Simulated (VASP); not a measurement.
A run of VASP 6.6.1 is set up as follows.

File INCAR:

```
ALGO = Normal
EDIFF = 1E-7
ENCUT = 520
GGA = PS
ISIF = 2
ISMEAR = 0
ISPIN = 2
LASPH = True
LCHARG = False
LMAXMIX = 4
LORBIT = 11
LREAL = False
LWAVE = False
MAGMOM = 4 -4 0 0
NBANDS = 37
NELM = 150
PREC = Accurate
SIGMA = 0.1
```

The input KPOINTS:

```
k-points
0
Gamma
  12 12 6
```

The input POSCAR:

```
MnHg
1.0
    3.1524607144      0.0000000000      3.1524607144
    0.0000000000      3.1524607144      3.1524607144
    0.0000000000      0.0000000000      6.3049214289
Mn Hg
2 2
Direct
    0.5000000000      0.5000000000      0.7500000000
    0.5000000000      0.5000000000      0.2500000000
    0.0000000000      0.0000000000      0.0000000000
    0.0000000000      0.0000000000      0.5000000000
```

Potentials or basis: VASP PAW PBE potentials, release 64 (Mn_pv, Hg).

Launch:

```bash
$ cat potpaw_PBE.64/Mn_pv/POTCAR potpaw_PBE.64/Hg/POTCAR > POTCAR
$ mpirun -np 1 vasp_std > vasp.out
```

What does it give for the net moment?

0.00 μB per cell.

What does it give for the band gap on the k mesh?

Zero (filled and empty bands overlap).

Predict the pressure.

9.3 GPa.

Predict the site moments.

Mn +3.49, -3.49; Hg +0.00 μB.

Caveat: the cell stands under pressure; the PAW data sets were made with another functional, which shifts forces and pressure a little; spin-orbit coupling is left out, which moves the levels of the heavy elements.
